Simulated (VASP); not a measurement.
# Al4Co (Im-3m) in VASP: notebook

Al4Co is run at these levels: PBE; tasks: relaxation of cell and atoms.

All numbers are computed with VASP 6.6.1; they aren't measurements. Logs are shortened: lines on timing, memory, paths and dates and some standing lists are left out, and cuts for length are marked.

## (1) The cell of the first run

Symmetry: Im-3m, No. 229, cubic system. The conventional cell has a = 5.180 Å, b = 5.180 Å, c = 5.180 Å, α = 90.00°, β = 90.00°, γ = 90.00°. Al (site symmetry -3m) has 2 Co at 2.24 Å and 6 Al at 2.59 Å within 3.0 Å. Co (site symmetry m-3m) has 8 Al at 2.24 Å within 3.0 Å.

The cell was built from a structure type or drawn by symmetry, and may not be a known phase.

## (2) Relaxation of cell and atoms, PBE, collinear spin, ferromagnetic start

File INCAR:

```
SYSTEM = Al4Co
PREC = Accurate ; ENCUT = 600
EDIFF = 1E-6 ; ISMEAR = 0
SIGMA = 0.2 ; LREAL = .FALSE.
LASPH = .TRUE. ; NELM = 150
ALGO = Normal ; ISIF = 3
LWAVE = .FALSE. ; LCHARG = .FALSE.
ISPIN = 2 ; MAGMOM = 0 0 0 0 3
LORBIT = 11 ; LMAXMIX = 4
GGA = PE ; IBRION = 2
NSW = 36 ; EDIFFG = -0.08
```

File KPOINTS:

```
regular mesh
0
G
  4 4 4
  0 0 0
```

File POSCAR:

```
Al4Co
1.0
   -2.5898996800      2.5898996800      2.5898996800
    2.5898996800     -2.5898996800      2.5898996800
    2.5898996800      2.5898996800     -2.5898996800
Al Co
4 1
Direct
    0.5000000000      0.5000000000      0.5000000000
    0.5000000000      0.0000000000      0.0000000000
    0.0000000000      0.0000000000      0.5000000000
    0.0000000000      0.5000000000      0.0000000000
    0.0000000000      0.0000000000      0.0000000000
```

Potentials or basis: VASP PAW PBE potentials, release 64 (Al, Co).

Launch:

```bash
$ cat potpaw_PBE.64/Al/POTCAR potpaw_PBE.64/Co/POTCAR > POTCAR
$ mpirun -np 1 vasp_std > vasp.out
```

OUTCAR:

```text
SYSTEM = Al4Co
   PREC = Accurate
   ENCUT = 600
   EDIFF = 1E-6
   ISMEAR = 0
   LREAL = .FALSE.
   LASPH = .TRUE.
   NELM = 150
   ISIF = 3
   ISPIN = 2
   LORBIT = 11
   GGA = PE
   IBRION = 2
   NSW = 36
   EDIFFG = -0.08

 ion  position               nearest neighbor table
   1  0.500  0.500  0.500-   5 2.24   5 2.24   4 2.59   2 2.59   2 2.59   4 2.59   3 2.59   3 2.59

   2  0.500  0.000  0.000-   5 2.24   5 2.24   4 2.59   1 2.59   1 2.59   3 2.59   3 2.59   4 2.59

   3  0.000  0.000  0.500-   5 2.24   5 2.24   4 2.59   1 2.59   2 2.59   4 2.59   2 2.59   1 2.59

   4  0.000  0.500  0.000-   5 2.24   5 2.24   3 2.59   1 2.59   2 2.59   3 2.59   1 2.59   2 2.59

   5  0.000  0.000  0.000-   1 2.24   2 2.24   3 2.24   4 2.24   3 2.24   4 2.24   2 2.24   1 2.24

  LATTYP: Found a body centered cubic cell.
 ALAT       =     5.1797993600

  Lattice vectors:

 A1 = (  -2.5898996800,   2.5898996800,   2.5898996800)
 A2 = (   2.5898996800,  -2.5898996800,   2.5898996800)
 A3 = (   2.5898996800,   2.5898996800,  -2.5898996800)

Analysis of symmetry for initial positions (statically):
=====================================================================
 Subroutine PRICEL returns:
 Original cell was already a primitive cell.

 Routine SETGRP: Setting up the symmetry group for a
 body centered cubic supercell.

 Subroutine GETGRP returns: Found 48 space group operations
 (whereof 48 operations were pure point group operations)
 out of a pool of 48 trial point group operations.

The static configuration has the point symmetry O_h .

Analysis of symmetry for dynamics (positions and initial velocities):
=====================================================================
 Subroutine PRICEL returns:
 Original cell was already a primitive cell.

 Routine SETGRP: Setting up the symmetry group for a
 body centered cubic supercell.

 Subroutine GETGRP returns: Found 48 space group operations
 (whereof 48 operations were pure point group operations)
 out of a pool of 48 trial point group operations.

The dynamic configuration has the point symmetry O_h .

Analysis of structural, dynamic, and magnetic symmetry:
=====================================================================
 Subroutine PRICEL returns:
 Original cell was already a primitive cell.

 Routine SETGRP: Setting up the symmetry group for a
 body centered cubic supercell.

 Subroutine GETGRP returns: Found 48 space group operations
 (whereof 48 operations were pure point group operations)
 out of a pool of 48 trial point group operations.

The overall configuration has the point symmetry O_h .

 Subroutine INISYM returns: Found 48 space group operations
 (whereof 48 operations are pure point group operations),
 and found     1 'primitive' translations

----------------------------------------------------------------------------------------

                                     Primitive cell

  volume of cell :      69.4878

  direct lattice vectors                    reciprocal lattice vectors
    -2.589899680  2.589899680  2.589899680     0.000000000  0.193057671  0.193057671
     2.589899680 -2.589899680  2.589899680     0.193057671  0.000000000  0.193057671
     2.589899680  2.589899680 -2.589899680     0.193057671  0.193057671  0.000000000

  length of vectors
     4.485837832  4.485837832  4.485837832     0.273024776  0.273024776  0.273024776

  position of ions in fractional coordinates (direct lattice)
     0.500000000  0.500000000  0.500000000
     0.500000000  0.000000000  0.000000000
     0.000000000  0.000000000  0.500000000
     0.000000000  0.500000000  0.000000000
     0.000000000  0.000000000  0.000000000

  ion indices of the primitive-cell ions
   primitive index   ion index
                 1           1
                 2           2
                 3           3
                 4           4
                 5           5

----------------------------------------------------------------------------------------

 KPOINTS: regular mesh

Automatic generation of k-mesh.
 Grid dimensions read from file:
 generate k-points for:    4    4    4

 Generating k-lattice:

  Cartesian coordinates                     Fractional coordinates (reciprocal lattice)
     0.000000000  0.048264418  0.048264418     0.250000000  0.000000000  0.000000000
     0.048264418  0.000000000  0.048264418     0.000000000  0.250000000  0.000000000
     0.048264418  0.048264418  0.000000000     0.000000000  0.000000000  0.250000000

  Length of vectors
     0.068256194  0.068256194  0.068256194

  Shift w.r.t. Gamma in fractional coordinates (k-lattice)
     0.000000000  0.000000000  0.000000000

 Subroutine IBZKPT returns following result:
 ===========================================

 Found      8 irreducible k-points:

 Following reciprocal coordinates:
            Coordinates               Weight
  0.000000  0.000000  0.000000      1.000000
  0.250000  0.000000  0.000000     12.000000
  0.500000  0.000000  0.000000      6.000000
  0.250000  0.250000  0.000000     24.000000
  0.250000  0.250000  0.250000      2.000000
 -0.250000  0.250000  0.250000      6.000000
  0.500000  0.500000  0.250000     12.000000
  0.500000  0.500000  0.500000      1.000000
   k-points           NKPTS =      8   k-points in BZ     NKDIM =      8   number of bands    NBANDS=     16
   number of dos      NEDOS =    301   number of ions     NIONS =      5
   total plane-waves  NPLWV =  46656
   dimension x,y,z NGX =    36 NGY =   36 NGZ =   36
   dimension x,y,z NGXF=    72 NGYF=   72 NGZF=   72
   ions per type =               4   1
   NGX,Y,Z   is equivalent  to a cutoff of  13.34, 13.34, 13.34 a.u.
   NGXF,Y,Z  is equivalent  to a cutoff of  26.68, 26.68, 26.68 a.u.
 SYSTEM =  Al4Co
   PREC   = accura    normal or accurate (medium, high low for compatibility)
   ISTART =      0    job   : 0-new  1-cont  2-samecut
   ICHARG =      2    charge: 1-file 2-atom 10-const
   ISPIN  =      2    spin polarized calculation?
   LNONCOLLINEAR =      F non collinear calculations
   LSORBIT =      F    spin-orbit coupling
   LASPH  =      T    aspherical Exc in radial PAW
   ENCUT  =  600.0 eV  44.10 Ry    6.64 a.u.   8.96  8.96  8.96*2*pi/ulx,y,z
   NELM   =    150;   NELMIN=  2; NELMDL= -5     # of ELM steps
   EDIFF  = 0.1E-05   stopping-criterion for ELM
   LREAL  =      F    real-space projection
   EDIFFG = -.8E-01   stopping-criterion for IOM
   NSW    =     36    number of steps for IOM
   IBRION =      2    ionic relax: 0-MD 1-quasi-New 2-CG
   NFREE  =      1    steps in history (QN), initial steepest desc. (CG)
   ISIF   =      3    stress and relaxation
   ISYM   =      2    0-nonsym 1-usesym 2-fastsym
   POTIM  = 0.5000    time-step for ionic-motion
   TEBEG  =    0.0;   TEEND  =   0.0 temperature during run
   PSTRESS=    0.0 pullay stress
   NELECT =      21.0000    total number of electrons
   NUPDOWN=      -1.0000    fix difference up-down
   EMIN   =  10.00;   EMAX   =-10.00  energy-range for DOS
   EFERMI =   0.00;   METHOD = LEGACY
   ISMEAR =     0;   SIGMA  =   0.20  broadening in eV -4-tet -1-fermi 0-gaus
   EFERMI_NEDOS =   21; number of points for ismear=-14 and -15
   IALGO  =     38    algorithm
   IMIX   =      4    mixing-type and parameters
     AMIX     =   0.40;   BMIX     =  1.00
     AMIX_MAG =   1.60;   BMIX_MAG =  1.00
  volume/ion in A,a.u.               =      13.90        93.79
  Fermi-wavevector in a.u.,A,eV,Ry     =   1.098614  2.076079 16.421578  1.206952
  Thomas-Fermi vector in A             =   2.234994
   LORBIT       =     11    0 simple, 1 ext, 2 COOP (PROOUT), +10 PAW based schemes
   GGA     = PE    functional components
   LHFCALC =     F    Hartree Fock is set to
   AEXX    =    0.0000 exact exchange contribution
   IVDW    =     0    specifies the selected vdW correction
   LEPSILON=     F    determine dielectric tensor
   LRPA    =     F    only Hartree local field effects (RPA)
 conjugate gradient relaxation of ions
 spin polarized calculation
 Gauss-broadening in eV      SIGMA  =   0.20
  energy-cutoff  :      600.00
  volume of cell :       69.49
 maximum number of plane-waves:      2382
   NGX = 17   NGY = 17   NGZ = 17

--------------------------------------- Ionic step        1  -------------------------------------------

 number of electron      20.9999998 magnetization       0.0000316

 Free energy of the ion-electron system (eV)
  ---------------------------------------------------
  ext. energy  EPLUGINS =         0.00000000
  ---------------------------------------------------
  free energy    TOTEN  =       -21.23518944 eV

  energy without entropy =      -21.13595661  energy(sigma->0) =      -21.18557303

------------------------ aborting loop because EDIFF is reached ----------------------------------------

  FORCE on cell =-STRESS in cart. coord.  units (eV):
  Direction    XX          YY          ZZ          XY          YZ          ZX
  --------------------------------------------------------------------------------------
  -------------------------------------------------------------------------------------
  Total       13.6266941     13.6266941     13.6266941     -0.0000000     -0.0000000      0.0000000
  in kB      314.1899386    314.1899386    314.1899386     -0.0000000     -0.0000000      0.0000000
  external PRESSURE =     314.1899386 kB  Pullay stress =       0.0000000 kB
[... 28 lines left out ...]
 number of electron      21.0000010 magnetization      -0.0007949

 number of electron      21.0000010 magnetization       0.0013821

 E-fermi :   5.3252     XC(G=0):  -9.4684

 val. band max:        5.3046400818   @ k =   0.2500   0.2500   0.0000
 cond. band min:       5.4167168976   @ k =   0.2500   0.2500   0.0000
 fundamental gap:      0.1120768158
 Fermi energy:         5.3252309797

 spin component 1

 k-point     1 :       0.0000    0.0000    0.0000
  band No.  band energies     occupation
      1      -3.6604      1.00000
      2       2.3502      1.00000
      3       2.3502      1.00000
      4       2.3502      1.00000
      5       3.8324      1.00000
      6       3.8324      1.00000
[... 334 lines left out ...]
--------------------------------------- Ionic step        3  -------------------------------------------

 number of electron      21.0000007 magnetization       0.0011784

 Free energy of the ion-electron system (eV)
  ---------------------------------------------------
  ext. energy  EPLUGINS =         0.00000000
  ---------------------------------------------------
  free energy    TOTEN  =       -22.60537557 eV

  energy without entropy =      -22.49354771  energy(sigma->0) =      -22.54946164

 E-fermi :   6.7028     XC(G=0): -10.0387

 val. band max:        6.5789584279   @ k =   0.5000   0.5000   0.2500
 cond. band min:       6.7179984790   @ k =   0.2500   0.2500   0.0000
 fundamental gap:      0.1390400511
 Fermi energy:         6.7027700106

 spin component 1

 k-point     1 :       0.0000    0.0000    0.0000
  band No.  band energies     occupation
      1      -3.1213      1.00000
      2       3.4810      1.00000
      3       3.4810      1.00000
      4       3.4810      1.00000
      5       4.8266      1.00000
      6       4.8266      1.00000
[... 328 lines left out ...]
  FREE ENERGIE OF THE ION-ELECTRON SYSTEM (eV)
  ---------------------------------------------------
  free  energy   TOTEN  =       -22.6053755717 eV

  energy  without entropy=      -22.4935477129  energy(sigma->0) =      -22.54946164

 reached required accuracy - stopping structural energy minimisation

 total charge

# of ion       s       p       d       tot
------------------------------------------
    1        0.437   0.362   0.000   0.798
    2        0.437   0.362   0.000   0.798
    3        0.437   0.362   0.000   0.798
    4        0.437   0.362   0.000   0.798
    5        0.481   0.551   7.517   8.548
--------------------------------------------------
tot          2.227   1.998   7.517  11.742

 magnetization (x)

# of ion       s       p       d       tot
------------------------------------------
    1        0.000   0.000   0.000   0.000
    2        0.000   0.000   0.000   0.000
    3        0.000   0.000   0.000   0.000
    4        0.000   0.000   0.000   0.000
    5        0.000   0.000   0.001   0.001
--------------------------------------------------
tot          0.000   0.000   0.001   0.001
```

Wall time 92 s (1 thread of AMD EPYC 7R13 (Zen 3), shared host); peak memory 0.21 GiB.

Results:

* Free energy: -22.6054 eV
* Relaxed volume: 17.28 Å³/atom
* Relaxed cell: a = 4.824 Å, b = 4.824 Å, c = 4.824 Å, α = 109.47°, β = 109.47°, γ = 109.47°
* Space group after relaxing (to 0.1 Å): Im-3m (No. 229)
* Energy gained by relaxing: 274.0 meV/atom
* Ionic steps: 3
* Pressure after relaxing: -0.3 GPa
* Net moment: 0.00 μB per cell
* Valence electrons inside the program's atomic spheres: Al 0.80; Co 8.55

The path:
```tsv
step	energy change (eV)	largest force (eV/Å)	pressure (GPa)	volume (Å³)
1	0.0000	0.0000	31.42	69.49
2	-0.8458	0.0000	-10.22	100.66
3	-1.3702	0.0000	-0.25	86.40
```

Final structure:
```
Al Co
1.0
    -2.78499    2.78499    2.78499
     2.78499   -2.78499    2.78499
     2.78499    2.78499   -2.78499
Al Co
4 1
Direct
  0.50000 0.50000 0.50000
  0.50000 0.00000 0.00000
  0.00000 0.00000 0.50000
  0.00000 0.50000 0.00000
  0.00000 0.00000 0.00000
```

Caveat: the k points lie up to 0.40 Å⁻¹ apart in the final cell; the volume moved by over 15 % at a fixed basis, so the end points are rough.

## (3) Relaxation of cell and atoms, PBE, collinear spin, ferromagnetic start

File INCAR:

```
SYSTEM = Al4Co
PREC = Accurate
ENCUT = 600
EDIFF = 1E-6
ISMEAR = 0
SIGMA = 0.2
LREAL = .False.
LASPH = .True.
NELM = 150
ALGO = Fast
ISIF = 3
LWAVE = .False.
LCHARG = .False.
ISPIN = 2
MAGMOM = 0 0 0 0 3
LORBIT = 11
LMAXMIX = 4
GGA = PE
IBRION = 2
NSW = 36
EDIFFG = -0.08
```

File KPOINTS:

```
Automatic mesh
0
Gamma
  4 4 4
  0 0 0
```

File POSCAR:

```
Al4Co
1.0
   -2.5900000000      2.5900000000      2.5900000000
    2.5900000000     -2.5900000000      2.5900000000
    2.5900000000      2.5900000000     -2.5900000000
Al Co
4 1
Direct
    0.0000000000      0.5000000000      0.0000000000
    0.5000000000      0.0000000000      0.0000000000
    0.0000000000      0.0000000000      0.5000000000
    0.5000000000      0.5000000000      0.5000000000
    0.0000000000      0.0000000000      0.0000000000
```

Potentials or basis: VASP PAW PBE potentials, release 64 (Al, Co).

Launch:

```bash
$ cat potpaw_PBE.64/Al/POTCAR potpaw_PBE.64/Co/POTCAR > POTCAR
$ mpirun -np 1 vasp_std > vasp.out
```

Wall time 5.1 min (1 thread of AMD EPYC 7R13 (Zen 3), shared host); peak memory 0.22 GiB.

It converged, with:

```
Free energy                                           : -22.6041 eV
Relaxed volume                                        : 17.39 Å³/atom
Relaxed cell                                          : a = 4.834 Å, b = 4.834 Å, c = 4.834 Å, α = 109.47°, β = 109.47°, γ = 109.47°
Space group after relaxing (to 0.1 Å)                 : Im-3m (No. 229)
Energy gained by relaxing                             : 273.5 meV/atom
Ionic steps                                           : 7
Pressure after relaxing                               : -0.6 GPa
Net moment                                            : 0.01 μB per cell
Valence electrons inside the program's atomic spheres : Al 0.80; Co 8.54
```

The path:
| step | energy change (eV) | largest force (eV/Å) | pressure (GPa) | volume (Å³) |
| --- | --- | --- | --- | --- |
| 1 | 0.0000 | 0.0000 | 31.36 | 69.50 |
| 2 | -0.8474 | 0.0000 | -10.16 | 100.61 |
| 3 | 1.4922 | 0.0000 | 4.91 | 86.40 |
| 4 | -1.3167 | 0.0000 | -3.84 | 90.42 |
| 5 | -1.3520 | 0.0000 | -2.51 | 88.59 |
| 6 | -1.3641 | 0.0000 | -1.28 | 87.49 |
| 7 | -1.3673 | 0.0000 | -0.57 | 86.95 |

Final structure:
```xyz
5
Lattice="-2.7908 2.7908 2.7908 2.7908 -2.7908 2.7908 2.7908 2.7908 -2.7908" Properties=species:S:1:pos:R:3 pbc="T T T"
Al    1.3954   -1.3954    1.3954
Al   -1.3954    1.3954    1.3954
Al    1.3954    1.3954   -1.3954
Al    1.3954    1.3954    1.3954
Co    0.0000    0.0000    0.0000
```

Levels at points of the mesh, in eV from the Fermi level:
Spin up:
| k point | band 8 | band 9 | band 10 | band 11 | band 12 | band 13 | band 14 | band 15 |
| --- | --- | --- | --- | --- | --- | --- | --- | --- |
| (0.00, 0.00, 0.00) | -1.58 | -1.58 | -0.65 | -0.65 | -0.65 | 1.25 | 1.43 | 1.43 |
| (0.50, 0.00, 0.00) | -2.12 | -1.97 | -0.31 | -0.17 | 0.86 | 2.35 | 2.60 | 3.68 |
| (0.50, 0.50, 0.50) | -2.32 | -2.32 | -0.54 | -0.54 | 3.62 | 3.62 | 3.62 | 4.70 |
Spin down:
| k point | band 8 | band 9 | band 10 | band 11 | band 12 | band 13 | band 14 | band 15 |
| --- | --- | --- | --- | --- | --- | --- | --- | --- |
| (0.00, 0.00, 0.00) | -1.58 | -1.58 | -0.65 | -0.65 | -0.65 | 1.25 | 1.43 | 1.43 |
| (0.50, 0.00, 0.00) | -2.11 | -1.96 | -0.31 | -0.17 | 0.86 | 2.35 | 2.60 | 3.68 |
| (0.50, 0.50, 0.50) | -2.31 | -2.31 | -0.53 | -0.53 | 3.62 | 3.62 | 3.62 | 4.70 |

Caveat: the k points lie up to 0.40 Å⁻¹ apart in the final cell; the volume moved by over 15 % at a fixed basis, so the end points are rough.
